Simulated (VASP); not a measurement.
# AlIn2As3 (Imm2) in VASP: notebook

Runs on AlIn2As3. Level: PBE. Tasks: single point, relaxation of cell and atoms.

Everything below comes from runs of VASP 6.6.1. Logs are shortened: lines on timing, memory, paths and dates and some standing lists are left out, and cuts for length are marked.

**1. The cell of the first run**

The structure is orthorhombic, space group Imm2 (No. 44). Conventional cell: a = 4.274 Å, b = 12.791 Å, c = 6.023 Å, α = 90.00°, β = 90.00°, γ = 90.00°. Al (site symmetry mm2) has 4 As at 2.48 to 2.52 Å within 3.3 Å. Within 3.5 Å of In (site symmetry m) lie 4 As at 2.66 to 2.68 Å. As (site symmetry m) has 1 Al at 2.48 Å and 3 In at 2.66 to 2.68 Å within 3.3 Å. Within 3.3 Å of As (site symmetry mm2) lie 2 Al at 2.52 Å and 2 In at 2.68 Å.

**2. Single point, PBE**

INCAR reads:

```
SYSTEM = AlIn2As3
PREC = Accurate
ENCUT = 500
EDIFF = 1E-6
ISMEAR = 0
SIGMA = 0.2
LREAL = .False.
LASPH = .True.
NELM = 120
ALGO = Normal
ISIF = 2
LWAVE = .False.
LCHARG = .True.
GGA = PE
LELF = .True.
LVHAR = .True.
NBANDS = 31
GGA_COMPAT = .False.
```

KPOINTS reads:

```
regular mesh
0
Gamma
  5 5 5
  0 0 0
```

POSCAR reads:

```
AlIn2As3
1.0
   -2.1369438513      6.3953923542      3.0114619019
    2.1369438513     -6.3953923542      3.0114619019
    2.1369438513      6.3953923542     -3.0114619019
Al In As
1 2 3
Direct
   -0.0001634435     -0.0001634435      0.0000000000
    0.3362448192      0.0002220353      0.3360227839
    0.6641992513      0.0002220353      0.6639772161
    0.9226130006      0.7636109899      0.1590020107
    0.6046089792      0.7636109899      0.8409979893
    0.2224973931      0.7224973931      0.5000000000
```

Potentials or basis: VASP PAW PBE potentials, release 64 (Al, In_d, As).

Command:

```
> cat potpaw_PBE.64/Al/POTCAR potpaw_PBE.64/In_d/POTCAR potpaw_PBE.64/As/POTCAR > POTCAR
> mpirun -np 1 vasp_std > vasp.out
```

OUTCAR:

```text
SYSTEM = AlIn2As3
   PREC = Accurate
   ENCUT = 500
   EDIFF = 1E-6
   ISMEAR = 0
   LREAL = .False.
   LASPH = .True.
   NELM = 120
   ISIF = 2
   GGA = PE

 ion  position               nearest neighbor table
   1  1.000  1.000  0.000-   4 2.48   5 2.48   6 2.52   6 2.52
   2  0.336  0.000  0.336-   5 2.66   5 2.66   4 2.68   6 2.68
   3  0.664  0.000  0.664-   4 2.66   4 2.66   5 2.68   6 2.68
   4  0.923  0.764  0.159-   1 2.48   3 2.66   3 2.66   2 2.68
   5  0.605  0.764  0.841-   1 2.48   2 2.66   2 2.66   3 2.68
   6  0.222  0.722  0.500-   1 2.52   1 2.52   3 2.68   2 2.68

  LATTYP: Found a body centered orthorhombic cell.
 ALAT       =     4.2738877026
 B/A-ratio  =     1.4092377299
 C/A-ratio  =     2.9927751028

  Lattice vectors:

 A1 = (  -2.1369438513,   6.3953923542,  -3.0114619019)
 A2 = (   2.1369438513,   6.3953923542,   3.0114619019)
 A3 = (   2.1369438513,  -6.3953923542,  -3.0114619019)

Analysis of symmetry for initial positions (statically):
=====================================================================
 Subroutine PRICEL returns:
 Original cell was already a primitive cell.

 Routine SETGRP: Setting up the symmetry group for a
 body centered orthorhombic supercell.

 Subroutine GETGRP returns: Found  4 space group operations
 (whereof  4 operations were pure point group operations)
 out of a pool of  8 trial point group operations.

The static configuration has the point symmetry C_2v.

Analysis of symmetry for dynamics (positions and initial velocities):
=====================================================================
 Subroutine PRICEL returns:
 Original cell was already a primitive cell.

 Routine SETGRP: Setting up the symmetry group for a
 body centered orthorhombic supercell.

 Subroutine GETGRP returns: Found  4 space group operations
 (whereof  4 operations were pure point group operations)
 out of a pool of  8 trial point group operations.

The dynamic configuration has the point symmetry C_2v.

 Subroutine INISYM returns: Found  4 space group operations
 (whereof  4 operations are pure point group operations),
 and found     1 'primitive' translations

----------------------------------------------------------------------------------------

                                     Primitive cell

  volume of cell :     164.6257

  direct lattice vectors                    reciprocal lattice vectors
    -2.136943851  6.395392354  3.011461902     0.000000000  0.078181286  0.166032318
     2.136943851 -6.395392354  3.011461902     0.233979007  0.000000000  0.166032318
     2.136943851  6.395392354 -3.011461902     0.233979007  0.078181286  0.000000000

  length of vectors
     7.384881527  7.384881527  7.384881527     0.183518512  0.286902259  0.246695134

  position of ions in fractional coordinates (direct lattice)
     0.999836557  0.999836557  0.000000000
     0.336244819  0.000222035  0.336022784
     0.664199251  0.000222035  0.663977216
     0.922613001  0.763610990  0.159002011
     0.604608979  0.763610990  0.840997989
     0.222497393  0.722497393  0.500000000

  ion indices of the primitive-cell ions
   primitive index   ion index
                 1           1
                 2           2
                 3           3
                 4           4
                 5           5
                 6           6

----------------------------------------------------------------------------------------

 KPOINTS: regular mesh

Automatic generation of k-mesh.
 Grid dimensions read from file:
 generate k-points for:    5    5    5

 Generating k-lattice:

  Cartesian coordinates                     Fractional coordinates (reciprocal lattice)
     0.000000000  0.015636257  0.033206464     0.200000000  0.000000000 -0.000000000
     0.046795801  0.000000000  0.033206464     0.000000000  0.200000000  0.000000000
     0.046795801  0.015636257  0.000000000    -0.000000000  0.000000000  0.200000000

  Length of vectors
     0.036703702  0.057380452  0.049339027

  Shift w.r.t. Gamma in fractional coordinates (k-lattice)
     0.000000000  0.000000000  0.000000000

 Subroutine IBZKPT returns following result:
 ===========================================

 Found     27 irreducible k-points:

 Following reciprocal coordinates:
            Coordinates               Weight
  0.000000  0.000000  0.000000      1.000000
  0.200000  0.000000  0.000000      4.000000
  0.400000  0.000000  0.000000      4.000000
  0.000000  0.200000 -0.000000      4.000000
  0.200000  0.200000  0.000000      8.000000
  0.400000  0.200000  0.000000      8.000000
[... 16 lines left out ...]
 -0.400000 -0.200000  0.200000      4.000000
 -0.200000 -0.200000  0.200000      2.000000
 [... further k-points ...]
   k-points           NKPTS =     27   k-points in BZ     NKDIM =     27   number of bands    NBANDS=     31
   number of dos      NEDOS =    301   number of ions     NIONS =      6
   total plane-waves  NPLWV = 157464
   dimension x,y,z NGX =    54 NGY =   54 NGZ =   54
   dimension x,y,z NGXF=   108 NGYF=  108 NGZF=  108
   ions per type =               1   2   3
   NGX,Y,Z   is equivalent  to a cutoff of  12.16, 12.16, 12.16 a.u.
   NGXF,Y,Z  is equivalent  to a cutoff of  24.31, 24.31, 24.31 a.u.
 SYSTEM =  AlIn2As3
   PREC   = accura    normal or accurate (medium, high low for compatibility)
   ISTART =      0    job   : 0-new  1-cont  2-samecut
   ICHARG =      2    charge: 1-file 2-atom 10-const
   ISPIN  =      1    spin polarized calculation?
   LNONCOLLINEAR =      F non collinear calculations
   LSORBIT =      F    spin-orbit coupling
   LASPH  =      T    aspherical Exc in radial PAW
   ENCUT  =  500.0 eV  36.75 Ry    6.06 a.u.  13.46 13.46 13.46*2*pi/ulx,y,z
   NELM   =    120;   NELMIN=  2; NELMDL= -5     # of ELM steps
   EDIFF  = 0.1E-05   stopping-criterion for ELM
   LREAL  =      F    real-space projection
[... 7 lines left out ...]
   TEBEG  =    0.0;   TEEND  =   0.0 temperature during run
   PSTRESS=    0.0 pullay stress
   NELECT =      44.0000    total number of electrons
   NUPDOWN=      -1.0000    fix difference up-down
   EMIN   =  10.00;   EMAX   =-10.00  energy-range for DOS
   EFERMI =   0.00;   METHOD = LEGACY
   ISMEAR =     0;   SIGMA  =   0.20  broadening in eV -4-tet -1-fermi 0-gaus
   EFERMI_NEDOS =   21; number of points for ismear=-14 and -15
   IALGO  =     38    algorithm
   IMIX   =      4    mixing-type and parameters
     AMIX     =   0.40;   BMIX     =  1.00
     AMIX_MAG =   1.60;   BMIX_MAG =  1.00
  volume/ion in A,a.u.               =      27.44       185.16
  Fermi-wavevector in a.u.,A,eV,Ry     =   1.054532  1.992777 15.130197  1.112038
  Thomas-Fermi vector in A             =   2.189696
   LORBIT       =      0    0 simple, 1 ext, 2 COOP (PROOUT), +10 PAW based schemes
   GGA     = PE    functional components
   LHFCALC =     F    Hartree Fock is set to
   AEXX    =    0.0000 exact exchange contribution
   IVDW    =     0    specifies the selected vdW correction
   LEPSILON=     F    determine dielectric tensor
   LRPA    =     F    only Hartree local field effects (RPA)
 non-spin polarized calculation
 Gauss-broadening in eV      SIGMA  =   0.20
  energy-cutoff  :      500.00
  volume of cell :      164.63
 maximum number of plane-waves:      4201
 NGX is ok and might be reduce to    54
   NGX = 27   NGY = 27   NGZ = 27

 number of electron      43.9999996 magnetization

 Free energy of the ion-electron system (eV)
  ---------------------------------------------------
  ext. energy  EPLUGINS =         0.00000000
  ---------------------------------------------------
  free energy    TOTEN  =       -24.75640687 eV

  energy without entropy =      -24.75331593  energy(sigma->0) =      -24.75486140

 E-fermi :   3.9750     XC(G=0):  -8.8597

 val. band max:        3.9607435493   @ k =   0.0000   0.0000   0.0000
 cond. band min:       4.9698235104   @ k =  -0.4000  -0.2000   0.2000
 fundamental gap:      1.0090799611
 Fermi energy:         3.9750375837

 k-point     1 :       0.0000    0.0000    0.0000
  band No.  band energies     occupation
      1     -10.4656      2.00000
      2     -10.4345      2.00000
      3     -10.3595      2.00000
      4     -10.3514      2.00000
      5     -10.3472      2.00000
      6     -10.3235      2.00000
[... 23 lines left out ...]
     30       9.5679      0.00000
     31      10.4590      0.00000

 k-point     2 :       0.2000    0.0000    0.0000
  band No.  band energies     occupation
      1     -10.4612      2.00000
      2     -10.4373      2.00000
      3     -10.3590      2.00000
      4     -10.3570      2.00000
      5     -10.3464      2.00000
      6     -10.3282      2.00000
[... 23 lines left out ...]
     30       8.7694      0.00000
     31       9.4282      0.00000

 k-point     3 :       0.4000    0.0000    0.0000
  band No.  band energies     occupation
      1     -10.4592      2.00000
      2     -10.4321      2.00000
      3     -10.3774      2.00000
      4     -10.3497      2.00000
      5     -10.3430      2.00000
      6     -10.3389      2.00000
[... 23 lines left out ...]
     30       9.1074      0.00000
     31       9.2003      0.00000

 k-point     4 :       0.0000    0.2000   -0.0000
  band No.  band energies     occupation
      1     -10.4587      2.00000
      2     -10.4446      2.00000
      3     -10.3748      2.00000
      4     -10.3449      2.00000
      5     -10.3420      2.00000
      6     -10.3293      2.00000
[... 635 lines left out ...]
     30       8.7706      0.00000
     31       8.7718      0.00000

 k-point    23 :      -0.4000   -0.2000    0.2000
  band No.  band energies     occupation
      1     -10.4674      2.00000
      2     -10.4152      2.00000
      3     -10.3906      2.00000
      4     -10.3487      2.00000
      5     -10.3398      2.00000
      6     -10.3389      2.00000
[... 23 lines left out ...]
     30       8.7670      0.00000
     31       9.7254      0.00000

 k-point    24 :      -0.2000   -0.2000    0.2000
  band No.  band energies     occupation
      1     -10.4547      2.00000
      2     -10.4372      2.00000
      3     -10.3753      2.00000
      4     -10.3502      2.00000
      5     -10.3443      2.00000
      6     -10.3383      2.00000
[... 23 lines left out ...]
     30       9.1552      0.00000
     31       9.3171      0.00000

 [... further k-points ...]

------------------------ aborting loop because EDIFF is reached ----------------------------------------

  FORCE on cell =-STRESS in cart. coord.  units (eV):
  Direction    XX          YY          ZZ          XY          YZ          ZX
  --------------------------------------------------------------------------------------
  -------------------------------------------------------------------------------------
  Total       -0.1206404     -0.1300949     -0.0850526      0.0000000      0.0000000      0.0000000
  in kB       -1.1741021     -1.2661153     -0.8277525      0.0000000      0.0000000      0.0000000
  external PRESSURE =      -1.0893233 kB  Pullay stress =       0.0000000 kB

 VOLUME and BASIS-vectors are now :
 -----------------------------------------------------------------------------
  energy-cutoff  :      500.00
  volume of cell :      164.63
      direct lattice vectors                 reciprocal lattice vectors
    -2.136943851  6.395392354  3.011461902     0.000000000  0.078181286  0.166032318
     2.136943851 -6.395392354  3.011461902     0.233979007  0.000000000  0.166032318
     2.136943851  6.395392354 -3.011461902     0.233979007  0.078181286  0.000000000

 POSITION                                       TOTAL-FORCE (eV/Angst)
 -----------------------------------------------------------------------------------
      0.00000      0.00000      6.02194         0.000000     -0.000000     -0.030798
      0.00000      4.29800      0.00134         0.000000      0.012598     -0.009625
      0.00000      8.49279      0.00134         0.000000     -0.012598     -0.009625
      0.00000      2.03376      4.59917        -0.000000     -0.016124      0.006928
      2.13694      4.36163      1.58771        -0.000000      0.016124      0.006928
      2.13694      0.00000      1.34008        -0.000000      0.000000      0.036193
 -----------------------------------------------------------------------------------
    total drift:                                0.000001      0.000001     -0.000097

  FREE ENERGIE OF THE ION-ELECTRON SYSTEM (eV)
  ---------------------------------------------------
  free  energy   TOTEN  =       -24.7564068744 eV

  energy  without entropy=      -24.7533159284  energy(sigma->0) =      -24.75486140
```

It took 3.3 min on 1 thread of Intel Xeon Platinum 8559C (Emerald Rapids), shared host; peak memory 0.46 GiB.

What came out:

| Property | Result |
| --- | --- |
| Free energy | -24.7564 eV |
| Pressure | -0.1 GPa |
| Largest force | 0.036 eV/Å |
| Band gap on the k mesh | 0.13 eV |

Forces in eV/Å, atoms in the order of the input:
```
Al   0.000  0.000 -0.031
In   0.000  0.013 -0.010
In   0.000 -0.013 -0.010
As   0.000 -0.016  0.007
As   0.000  0.016  0.007
As   0.000  0.000  0.036
```

Levels at points of the mesh, in eV from the valence-band top:
| k point | band 20 | band 21 | band 22 | band 23 | band 24 | band 25 |
| --- | --- | --- | --- | --- | --- | --- |
| (0.00, 0.00, 0.00) | -0.10 | -0.04 | 0.00 | 0.13 | 2.08 | 2.71 |

Caveat: semilocal functionals underestimate gaps, and a narrow one can read as zero; spin-orbit coupling is left out, which moves the levels of the heavy elements.

**3. Relaxation of cell and atoms, PBE**

This run uses another cell than the first one, of 25.96 Å³/atom.

INCAR reads:

```
PREC = Accurate
ENCUT = 500
EDIFF = 1E-7
ISMEAR = 0
SIGMA = 0.2
LREAL = False
LASPH = True
NELM = 120
ALGO = Normal
ISIF = 3
LWAVE = False
LCHARG = False
GGA = PE
IBRION = 2
NSW = 36
EDIFFG = -0.08
GGA_COMPAT = False
NELMIN = 4
```

KPOINTS reads:

```
Automatic mesh
0
Gamma
  5 5 5
```

POSCAR reads:

```
AlIn2As3
1.0
   -2.0950000000      6.2800000000      2.9600000000
    2.0950000000     -6.2800000000      2.9600000000
    2.0950000000      6.2800000000     -2.9600000000
Al In As
1 2 3
Direct
    0.0000000000      0.0000000000      0.0000000000
    0.3333000000      0.0000000000      0.3333000000
    0.6667000000      0.0000000000      0.6667000000
    0.9167000000      0.7500000000      0.1667000000
    0.5833000000      0.7500000000      0.8333000000
    0.2500000000      0.7500000000      0.5000000000
```

Potentials or basis: VASP PAW PBE potentials, release 64 (Al, In_d, As).

Command:

```
> cat potpaw_PBE.64/Al/POTCAR potpaw_PBE.64/In_d/POTCAR potpaw_PBE.64/As/POTCAR > POTCAR
> mpirun -np 1 vasp_std > vasp.out
```

Run time: 15 min. Hardware: 1 thread of Intel Xeon Platinum 8559C (Emerald Rapids), shared host; peak memory 0.49 GiB.

Results (log left out):

| Quantity | Value |
| --- | --- |
| Free energy | -24.7538 eV |
| Relaxed volume | 27.41 Å³/atom |
| Relaxed cell | a = 7.389 Å, b = 7.389 Å, c = 7.389 Å, α = 146.46°, β = 59.94°, γ = 131.87° |
| Space group after relaxing (to 0.1 Å) | Imm2 (No. 44) |
| Energy gained by relaxing | 62.4 meV/atom |
| Ionic steps | 8 |
| Pressure after relaxing | -0.1 GPa |
| Largest force after relaxing | 0.072 eV/Å |
| Band gap on the k mesh | 0.13 eV |

Forces in eV/Å, atoms in the order of the input:
```
Al   0.000  0.000 -0.024
In   0.000  0.059 -0.042
In   0.000 -0.059 -0.042
As   0.000  0.018  0.043
As   0.000 -0.018  0.043
As   0.000  0.000  0.023
```

Stress tensor (GPa, compression positive):
```
 0.12  0.00  0.00
 0.00 -0.23  0.00
 0.00  0.00 -0.05
```

Step by step:
| step | energy change (eV) | largest force (eV/Å) | pressure (GPa) | volume (Å³) |
| --- | --- | --- | --- | --- |
| 1 | 0.0000 | 1.4672 | 4.00 | 155.77 |
| 2 | -0.2670 | 0.5914 | -1.72 | 170.85 |
| 3 | -0.2696 | 0.6629 | -1.27 | 169.31 |
| 4 | -0.3477 | 0.3607 | -0.62 | 166.57 |
| 5 | -0.3718 | 0.1478 | 0.10 | 164.08 |
| 6 | -0.3718 | 0.1421 | 0.07 | 164.18 |
| 7 | -0.3742 | 0.0841 | -0.02 | 164.40 |
| 8 | -0.3744 | 0.0722 | -0.05 | 164.49 |

Final structure:
```
Al In As
1.0
    -2.13212    6.40094    3.01317
     2.13212   -6.40094    3.01317
     2.13212    6.40094   -3.01317
Al In As
1 2 3
Direct
  0.00089 0.00089 0.00000
  0.33436 0.99972 0.33464
  0.66508 0.99972 0.66536
  0.92081 0.76261 0.15820
  0.60441 0.76261 0.84180
  0.22444 0.72444 0.50000
```

Levels at points of the mesh, in eV from the valence-band top:
```csv
k point,band 19,band 20,band 21,band 22,band 23,band 24,band 25,band 26
"(0.00, 0.00, 0.00)",-1.32,-0.10,-0.05,0.00,0.13,2.10,2.71,3.97
```

Caveat: semilocal functionals underestimate gaps, and a narrow one can read as zero; spin-orbit coupling is left out, which moves the levels of the heavy elements; the relaxation stopped at a loose force limit of 0.08 eV/Å, so its end isn't a converged minimum.

The gap in the log of VASP goes by the Fermi energy; the results here count the filled bands.